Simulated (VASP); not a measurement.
# P (Cccm) in VASP: notebook

P is run at these levels: PBE; tasks: single point.

All numbers are computed with VASP 6.6.1; they aren't measurements. Logs are shortened: lines on timing, memory, paths and dates and some standing lists are left out, and cuts for length are marked.

### Step 1. The cell of the first run

Symmetry: Cccm, No. 66, orthorhombic system. Conventional cell: a = 4.607 Å, b = 11.937 Å, c = 3.305 Å, α = 90.00°, β = 90.00°, γ = 90.00°. P (site symmetry m) has 3 P at 2.23 to 2.26 Å within 2.9 Å.

The cell was generated, and may not be a known phase.

### Step 2. Single point, PBE

The input, INCAR:

```
ALGO = Normal ; EDIFF = 1E-7
ENCUT = 520 ; GGA = PE
ISIF = 2 ; ISMEAR = 0
LASPH = T ; LCHARG = F
LREAL = F ; LWAVE = F
NBANDS = 18 ; NELM = 60
PREC = Accurate ; SIGMA = 0.01
```

The input, KPOINTS:

```
k-points
0
Gamma
  8 8 10
```

The input, POSCAR:

```
P
1.0
    2.3032645769     -5.9682676779      0.0000000000
    2.3032645769      5.9682676779      0.0000000000
    0.0000000000      0.0000000000      3.3053555883
P
4
Direct
    0.6766245421      0.9996808331      0.0000000000
    0.9996808331      0.6766245421      0.5000000000
    0.3233754579      0.0003191669      0.0000000000
    0.0003191669      0.3233754579      0.5000000000
```

Potentials or basis: VASP PAW PBE potentials, release 64 (P).

On the command line:

```sh
cat potpaw_PBE.64/P/POTCAR > POTCAR
mpirun -np 1 vasp_std > vasp.out
```

OUTCAR:

```text
EDIFF = 1E-7
   ENCUT = 520
   GGA = PE
   ISIF = 2
   ISMEAR = 0
   LASPH = T
   LREAL = F
   NELM = 60
   PREC = Accurate

 ion  position               nearest neighbor table
   1  0.677  1.000  0.000-   4 2.23   4 2.23   3 2.26
   2  1.000  0.677  0.500-   3 2.23   3 2.23   4 2.26
   3  0.323  0.000  0.000-   2 2.23   2 2.23   1 2.26
   4  0.000  0.323  0.500-   1 2.23   1 2.23   2 2.26

  LATTYP: Found a base centered orthorhombic cell.
 ALAT       =     4.6065291538
 B/A-ratio  =     2.5912210598
 C/A-ratio  =     0.7175371040

  Lattice vectors:

 A1 = (   2.3032645769,  -5.9682676779,   0.0000000000)
 A2 = (   2.3032645769,   5.9682676779,   0.0000000000)
 A3 = (   0.0000000000,   0.0000000000,   3.3053555883)

Analysis of symmetry for initial positions (statically):
=====================================================================
 Subroutine PRICEL returns:
 Original cell was already a primitive cell.

 Routine SETGRP: Setting up the symmetry group for a
 base centered orthorhombic supercell.

 Subroutine GETGRP returns: Found  8 space group operations
 (whereof  4 operations were pure point group operations)
 out of a pool of  8 trial point group operations.

The static configuration has the point symmetry C_2h.
 The point group associated with its full space group is D_2h.

Analysis of symmetry for dynamics (positions and initial velocities):
=====================================================================
 Subroutine PRICEL returns:
 Original cell was already a primitive cell.

 Routine SETGRP: Setting up the symmetry group for a
 base centered orthorhombic supercell.

 Subroutine GETGRP returns: Found  8 space group operations
 (whereof  4 operations were pure point group operations)
 out of a pool of  8 trial point group operations.

The dynamic configuration has the point symmetry C_2h.
 The point group associated with its full space group is D_2h.

 Subroutine INISYM returns: Found  8 space group operations
 (whereof  4 operations are pure point group operations),
 and found     1 'primitive' translations

----------------------------------------------------------------------------------------

                                     Primitive cell

  volume of cell :      90.8741

  direct lattice vectors                    reciprocal lattice vectors
     2.303264577 -5.968267678  0.000000000     0.217083181 -0.083776403  0.000000000
     2.303264577  5.968267678  0.000000000     0.217083181  0.083776403  0.000000000
     0.000000000  0.000000000  3.305355588     0.000000000  0.000000000  0.302539310

  length of vectors
     6.397284329  6.397284329  3.305355588     0.232687759  0.232687759  0.302539310

  position of ions in fractional coordinates (direct lattice)
     0.676624542  0.999680833  0.000000000
     0.999680833  0.676624542  0.500000000
     0.323375458  0.000319167  0.000000000
     0.000319167  0.323375458  0.500000000

  ion indices of the primitive-cell ions
   primitive index   ion index
                 1           1
                 2           2
                 3           3
                 4           4

----------------------------------------------------------------------------------------

 KPOINTS: k-points

Automatic generation of k-mesh.
 Grid dimensions read from file:
 generate k-points for:    8    8   10

 Generating k-lattice:

  Cartesian coordinates                     Fractional coordinates (reciprocal lattice)
     0.027135398 -0.010472050  0.000000000     0.125000000  0.000000000  0.000000000
     0.027135398  0.010472050  0.000000000     0.000000000  0.125000000  0.000000000
     0.000000000  0.000000000  0.030253931     0.000000000  0.000000000  0.100000000

  Length of vectors
     0.029085970  0.029085970  0.030253931

  Shift w.r.t. Gamma in fractional coordinates (k-lattice)
     0.000000000  0.000000000  0.000000000

 Subroutine IBZKPT returns following result:
 ===========================================

 Found    126 irreducible k-points:

 Following reciprocal coordinates:
            Coordinates               Weight
  0.000000  0.000000  0.000000      1.000000
  0.125000  0.000000  0.000000      4.000000
  0.250000  0.000000  0.000000      4.000000
  0.375000  0.000000  0.000000      4.000000
  0.500000  0.000000  0.000000      2.000000
  0.125000  0.125000  0.000000      2.000000
[... 16 lines left out ...]
  0.125000  0.000000  0.100000      8.000000
  0.250000  0.000000  0.100000      8.000000
 [... further k-points ...]
   k-points           NKPTS =    126   k-points in BZ     NKDIM =    126   number of bands    NBANDS=     18
   number of dos      NEDOS =    301   number of ions     NIONS =      4
   total plane-waves  NPLWV =  64512
   dimension x,y,z NGX =    48 NGY =   48 NGZ =   28
   dimension x,y,z NGXF=    96 NGYF=   96 NGZF=   56
   ions per type =               4
   NGX,Y,Z   is equivalent  to a cutoff of  12.47, 12.47, 14.08 a.u.
   NGXF,Y,Z  is equivalent  to a cutoff of  24.95, 24.95, 28.17 a.u.
 SYSTEM =  unknown system
   PREC   = accura    normal or accurate (medium, high low for compatibility)
   ISTART =      0    job   : 0-new  1-cont  2-samecut
   ICHARG =      2    charge: 1-file 2-atom 10-const
   ISPIN  =      1    spin polarized calculation?
   LNONCOLLINEAR =      F non collinear calculations
   LSORBIT =      F    spin-orbit coupling
   LASPH  =      T    aspherical Exc in radial PAW
   ENCUT  =  520.0 eV  38.22 Ry    6.18 a.u.  11.89 11.89  6.15*2*pi/ulx,y,z
   NELM   =     60;   NELMIN=  2; NELMDL= -5     # of ELM steps
   EDIFF  = 0.1E-06   stopping-criterion for ELM
   LREAL  =      F    real-space projection
   EDIFFG = 0.1E-05   stopping-criterion for IOM
   NSW    =      0    number of steps for IOM
   IBRION =     -1    ionic relax: 0-MD 1-quasi-New 2-CG
   NFREE  =      0    steps in history (QN), initial steepest desc. (CG)
   ISIF   =      2    stress and relaxation
   ISYM   =      2    0-nonsym 1-usesym 2-fastsym
   POTIM  = 0.5000    time-step for ionic-motion
   TEBEG  =    0.0;   TEEND  =   0.0 temperature during run
   PSTRESS=    0.0 pullay stress
   NELECT =      20.0000    total number of electrons
   NUPDOWN=      -1.0000    fix difference up-down
   EMIN   =  10.00;   EMAX   =-10.00  energy-range for DOS
   EFERMI =   0.00;   METHOD = LEGACY
   ISMEAR =     0;   SIGMA  =   0.01  broadening in eV -4-tet -1-fermi 0-gaus
   EFERMI_NEDOS =   21; number of points for ismear=-14 and -15
   IALGO  =     38    algorithm
   IMIX   =      4    mixing-type and parameters
     AMIX     =   0.40;   BMIX     =  1.00
     AMIX_MAG =   1.60;   BMIX_MAG =  1.00
  volume/ion in A,a.u.               =      22.72       153.31
  Fermi-wavevector in a.u.,A,eV,Ry     =   0.988412  1.867828 13.292328  0.976959
  Thomas-Fermi vector in A             =   2.119937
   LORBIT       =      0    0 simple, 1 ext, 2 COOP (PROOUT), +10 PAW based schemes
   GGA     = PE    functional components
   LHFCALC =     F    Hartree Fock is set to
   AEXX    =    0.0000 exact exchange contribution
   IVDW    =     0    specifies the selected vdW correction
   LEPSILON=     F    determine dielectric tensor
   LRPA    =     F    only Hartree local field effects (RPA)
 non-spin polarized calculation
 Gauss-broadening in eV      SIGMA  =   0.01
  energy-cutoff  :      520.00
  volume of cell :       90.87
 maximum number of plane-waves:      2476
   NGX = 23   NGY = 23   NGZ = 13

 number of electron      19.9999997 magnetization

 Free energy of the ion-electron system (eV)
  ---------------------------------------------------
  ext. energy  EPLUGINS =         0.00000000
  ---------------------------------------------------
  free energy    TOTEN  =       -21.48599730 eV

  energy without entropy =      -21.48599730  energy(sigma->0) =      -21.48599730

 E-fermi :   4.4731     XC(G=0):  -8.8326

 val. band max:        4.4348272719   @ k =   0.0000   0.0000   0.1000
 cond. band min:       4.5107160336   @ k =   0.0000   0.0000   0.0000
 fundamental gap:      0.0758887617
 Fermi energy:         4.4731485812

 k-point     1 :       0.0000    0.0000    0.0000
  band No.  band energies     occupation
      1     -10.7317      2.00000
      2      -8.1542      2.00000
      3      -4.8941      2.00000
      4      -1.7570      2.00000
      5      -0.6107      2.00000
      6      -0.0760      2.00000
[... 10 lines left out ...]
     17      10.3778      0.00000
     18      11.8563      0.00000

 k-point     2 :       0.1250    0.0000    0.0000
  band No.  band energies     occupation
      1     -10.6539      2.00000
      2      -8.2711      2.00000
      3      -4.9084      2.00000
      4      -2.1023      2.00000
      5      -0.4872      2.00000
      6       0.2286      2.00000
[... 10 lines left out ...]
     17      10.9215      0.00000
     18      11.4125      0.00000

 k-point     3 :       0.2500    0.0000    0.0000
  band No.  band energies     occupation
      1     -10.4253      2.00000
      2      -8.6030      2.00000
      3      -4.8603      2.00000
      4      -2.8219      2.00000
      5      -0.1300      2.00000
      6       1.0134      2.00000
[... 10 lines left out ...]
     17      10.8759      0.00000
     18      11.2770      0.00000

 k-point     4 :       0.3750    0.0000    0.0000
  band No.  band energies     occupation
      1     -10.0625      2.00000
      2      -9.0778      2.00000
      3      -4.6303      2.00000
      4      -3.5660      2.00000
      5       0.4548      2.00000
      6       1.3836      2.00000
[... 375 lines left out ...]
      4      -1.6616      2.00000
      5      -0.6929      2.00000
      6       0.0252      2.00000
[... 10 lines left out ...]
     17      10.4799      0.00000
     18      11.0889      0.00000

 k-point    23 :       0.1250    0.0000    0.1000
  band No.  band energies     occupation
      1     -10.5356      2.00000
      2      -8.1503      2.00000
      3      -4.9413      2.00000
      4      -2.0377      2.00000
      5      -0.5062      2.00000
      6      -0.0046      2.00000
[... 10 lines left out ...]
     17      10.8582      0.00000
     18      11.2791      0.00000

 k-point    24 :       0.2500    0.0000    0.1000
  band No.  band energies     occupation
      1     -10.3080      2.00000
      2      -8.4871      2.00000
      3      -4.8554      2.00000
      4      -2.7681      2.00000
      5      -0.1208      2.00000
      6       0.1590      2.00000
[... 10 lines left out ...]
     17      10.8531      0.00000
     18      11.3551      0.00000

 [... further k-points ...]

------------------------ aborting loop because EDIFF is reached ----------------------------------------

  FORCE on cell =-STRESS in cart. coord.  units (eV):
  Direction    XX          YY          ZZ          XY          YZ          ZX
  --------------------------------------------------------------------------------------
  -------------------------------------------------------------------------------------
  Total       -0.1779536     -0.1497422     -0.1544059      0.0000000      0.0000000      0.0000000
  in kB       -3.1374514     -2.6400645     -2.7222894      0.0000000      0.0000000      0.0000000
  external PRESSURE =      -2.8332684 kB  Pullay stress =       0.0000000 kB

 VOLUME and BASIS-vectors are now :
 -----------------------------------------------------------------------------
  energy-cutoff  :      520.00
  volume of cell :       90.87
      direct lattice vectors                 reciprocal lattice vectors
     2.303264577 -5.968267678  0.000000000     0.217083181 -0.083776403  0.000000000
     2.303264577  5.968267678  0.000000000     0.217083181  0.083776403  0.000000000
     0.000000000  0.000000000  3.305355588     0.000000000  0.000000000  0.302539310

 POSITION                                       TOTAL-FORCE (eV/Angst)
 -----------------------------------------------------------------------------------
      3.86097      1.92809      0.00000         0.032687      0.037092      0.000000
      3.86097     -1.92809      1.65268         0.032687     -0.037092     -0.000000
      0.74555     -1.92809      0.00000        -0.032687     -0.037092     -0.000000
      0.74555      1.92809      1.65268        -0.032687      0.037092      0.000000
 -----------------------------------------------------------------------------------
    total drift:                               -0.000000      0.000000      0.000000

  FREE ENERGIE OF THE ION-ELECTRON SYSTEM (eV)
  ---------------------------------------------------
  free  energy   TOTEN  =       -21.4859973001 eV

  energy  without entropy=      -21.4859973001  energy(sigma->0) =      -21.48599730
```

Wall time 4.8 min (1 thread of Intel Xeon 8259CL, shared host); peak memory 0.32 GiB.

Results:

```yaml
Free_energy: -21.4860 eV
Pressure: -0.3 GPa
Largest_force: 0.049 eV/Å
Band_gap_on_the_k_mesh: zero (bands 10 and 11 overlap by 0.11 eV)
```

Forces on the atoms (eV/Å):
```
P    0.033  0.037  0.000
P    0.033 -0.037  0.000
P   -0.033 -0.037  0.000
P   -0.033  0.037  0.000
```

Levels at points of the mesh, in eV from the Fermi level:
| k point | band 8 | band 9 | band 10 | band 11 | band 12 | band 13 |
| --- | --- | --- | --- | --- | --- | --- |
| (0.00, 0.00, 0.00) | -2.27 | -1.94 | 0.04 | 1.32 | 1.59 | 2.50 |
| (0.50, 0.00, 0.00) | -2.74 | -1.58 | -1.32 | 1.72 | 1.96 | 3.36 |
| (0.50, 0.50, 0.00) | -2.03 | -1.46 | -0.58 | -0.07 | 1.46 | 2.33 |
| (0.00, 0.00, 0.50) | -2.94 | -2.44 | -2.44 | 1.07 | 1.07 | 1.73 |
| (0.50, 0.00, 0.50) | -4.80 | -1.42 | -1.40 | 1.55 | 2.73 | 3.60 |
| (0.50, 0.50, 0.50) | -2.98 | -1.99 | -1.99 | 0.86 | 0.86 | 2.10 |

### Step 3. Single point, PBE

This run uses another cell than the first one: it holds 8 atoms, not 4.

The input, INCAR:

```
SYSTEM = P
PREC = Accurate
ENCUT = 520
EDIFF = 1E-6
ISMEAR = 0
SIGMA = 0.2
LREAL = .FALSE.
LASPH = .TRUE.
NELM = 100
ALGO = Normal
ISIF = 2
LWAVE = .FALSE.
LCHARG = .FALSE.
GGA = PE
NBANDS = 30
```

The input, KPOINTS:

```
regular mesh
0
G
  6 4 4
  0 0 0
```

The input, POSCAR:

```
P
1.0
    0.0000000000      0.0000000000      3.3046964306
    2.3027426375     -5.9723495944      0.0000000000
    6.9082279126      5.9723495944      0.0000000000
P
8
Direct
    0.0000000000      0.1766977573      0.4998308709
    0.0000000000      0.6766977573      0.9998308709
    0.5000000000      0.6613974276      0.3382643141
    0.5000000000      0.1613974276      0.8382643141
    0.0000000000      0.3233022427      0.0001691291
    0.0000000000      0.8233022427      0.5001691291
    0.5000000000      0.8386025724      0.1617356859
    0.5000000000      0.3386025724      0.6617356859
```

Potentials or basis: VASP PAW PBE potentials, release 64 (P).

On the command line:

```sh
cat potpaw_PBE.64/P/POTCAR > POTCAR
mpirun -np 1 vasp_std > vasp.out
```

It took 5.3 min on 1 thread of Intel Xeon 8259CL, shared host; peak memory 0.37 GiB.

Results (log left out):

```yaml
Free_energy: -42.9546 eV
Pressure: -0.3 GPa
Largest_force: 0.058 eV/Å
Band_gap_on_the_k_mesh: zero (bands 20 and 21 overlap by 0.11 eV)
```

Forces on the atoms (eV/Å):
```
P    0.049  0.031  0.000
P    0.049  0.031  0.000
P    0.049 -0.031  0.000
P    0.049 -0.031  0.000
P   -0.049 -0.031  0.000
P   -0.049 -0.031  0.000
P   -0.049  0.031  0.000
P   -0.049  0.031  0.000
```

Stress tensor (GPa, compression positive):
```
-0.49  0.00  0.00
 0.00 -0.26  0.00
 0.00  0.00 -0.07
```

Levels at points of the mesh, in eV from the Fermi level:
| k point | band 18 | band 19 | band 20 | band 21 | band 22 | band 23 |
| --- | --- | --- | --- | --- | --- | --- |
| (0.00, 0.00, 0.00) | -1.57 | -1.32 | 0.04 | 1.32 | 1.59 | 1.73 |
| (0.50, 0.00, 0.00) | -2.44 | -1.42 | -1.40 | 1.07 | 1.07 | 1.55 |
| (0.00, 0.50, 0.00) | -1.98 | -0.76 | -0.76 | 1.41 | 1.41 | 1.72 |
| (0.50, 0.50, 0.00) | -1.48 | -1.43 | -1.43 | 1.17 | 1.17 | 1.46 |
| (0.00, 0.00, 0.50) | -1.39 | -1.06 | -1.06 | 1.59 | 1.59 | 1.91 |
| (0.50, 0.00, 0.50) | -1.74 | -1.74 | -1.74 | 1.47 | 1.47 | 1.63 |
| (0.00, 0.50, 0.50) | -1.47 | -1.32 | -0.58 | -0.07 | 1.47 | 1.73 |
| (0.50, 0.50, 0.50) | -1.99 | -1.42 | -1.40 | 0.86 | 0.86 | 1.55 |

### Step 4. Single point, PBE

This run uses another cell than the first one: it holds 8 atoms, not 4.

The input, INCAR:

```
PREC     = Accurate       # precision mode
ENCUT    = 520            # plane-wave cutoff, eV
EDIFF    = 1E-6           # SCF threshold, eV
ISMEAR   = 0              # smearing method
SIGMA    = 0.1            # smearing width, eV
LREAL    = F              # projectors in reciprocal space
LASPH    = T              # aspherical terms in the spheres
NELM     = 80             # most SCF steps
ALGO     = Normal         # electronic algorithm
ISIF     = 2              # what is computed and relaxed
LWAVE    = F              # write WAVECAR
LCHARG   = F              # write CHGCAR
GGA      = PE             # functional
NBANDS   = 30             # bands
```

The input, KPOINTS:

```
regular mesh
0
Gamma
  6 4 4
```

The input, POSCAR:

```
P
1.0
    3.3175010045      0.0000000000      0.0000000000
    0.0000000000     11.6445947966      0.0000000000
    0.0000000000      0.0000000000      4.5797682586
P
8
Direct
    0.2499915483      0.1592698352      0.1625797205
    0.7499915483      0.3407301648      0.6625797205
    0.2499915483      0.8407301648      0.8374202795
    0.2500084517      0.6592698352      0.6625797205
    0.2500084517      0.3407301648      0.3374202795
    0.7500084517      0.1592698352      0.8374202795
    0.7500084517      0.8407301648      0.1625797205
    0.7499915483      0.6592698352      0.3374202795
```

On the command line:

```sh
cat potpaw_PBE.64/P/POTCAR > POTCAR
mpirun -np 1 vasp_std > vasp.out
```

Wall time 5.6 min (1 thread of Intel Xeon 8259CL, shared host); peak memory 0.34 GiB.

The run converged. Its results:

- Free energy: -42.9337 eV
- Pressure: -0.3 GPa
- Largest force: 0.038 eV/Å
- Band gap on the k mesh: 0.12 eV

Forces on the atoms (eV/Å):
```
P    0.001  0.033 -0.019
P    0.001 -0.033 -0.019
P    0.001 -0.033  0.019
P   -0.001  0.033 -0.019
P   -0.001 -0.033  0.019
P   -0.001  0.033  0.019
P   -0.001 -0.033 -0.019
P    0.001  0.033  0.019
```

Stress tensor (GPa, compression positive):
```
-0.36  0.00  0.00
 0.00 -0.15  0.00
 0.00  0.00 -0.26
```

Levels at points of the mesh, in eV from the valence-band top:
```csv
k point,band 18,band 19,band 20,band 21,band 22,band 23
"(0.00, 0.00, 0.00)",-1.37,-0.64,-0.13,0.12,1.24,1.44
"(0.50, 0.00, 0.00)",-2.48,-1.94,-1.94,0.88,0.88,1.10
"(0.00, 0.50, 0.00)",-1.91,-0.27,-0.27,0.82,0.82,1.33
"(0.50, 0.50, 0.00)",-2.25,-2.25,-2.25,1.04,1.04,1.04
"(0.00, 0.00, 0.50)",-1.63,-1.25,-1.25,1.75,1.75,1.83
"(0.50, 0.00, 0.50)",-1.47,-1.47,-1.47,2.19,2.19,2.19
"(0.00, 0.50, 0.50)",-1.55,-1.25,-1.25,1.65,1.65,1.95
"(0.50, 0.50, 0.50)",-1.45,-1.40,-1.40,1.47,1.47,2.86
```

Caveat: semilocal functionals underestimate gaps, and a narrow one can read as zero; this functional lacks dispersion, which binds layers or chains, so the pressure and a relaxed spacing across them are unreliable.

### Step 5. Summary

```csv
cell,k mesh,smearing,gap on the mesh (eV),pressure (GPa),largest force (eV/Å)
"a = 6.397, b = 6.397, c = 3.305 Å, angles 90.0, 90.0, 137.8°, 4 atoms, atomic positions A",8 × 8 × 10,gaussian 0.01 eV,none,-0.3,0.05
"a = 3.305, b = 6.401, c = 9.132 Å, angles 109.8, 90.0, 90.0°, 8 atoms, atomic positions B",6 × 4 × 4,gaussian 0.2 eV,none,-0.3,0.06
"a = 3.318, b = 11.645, c = 4.580 Å, 8 atoms, atomic positions C",6 × 4 × 4,gaussian 0.1 eV,0.12,-0.3,0.04
```

Alike in all rows: task single point; level PBE; potentials or basis VASP PAW PBE potentials, release 64 (P); no spin polarisation; cutoff (eV) 520.

Caveats: semilocal functionals underestimate gaps, and a narrow one can read as zero (at least some runs); this functional lacks dispersion, which binds layers or chains, so the pressure and a relaxed spacing across them are unreliable (at least some runs).

Absolute energies hang on the potentials; compare differences alone.

The gap in the log of VASP goes by the Fermi energy; the results here count the filled bands.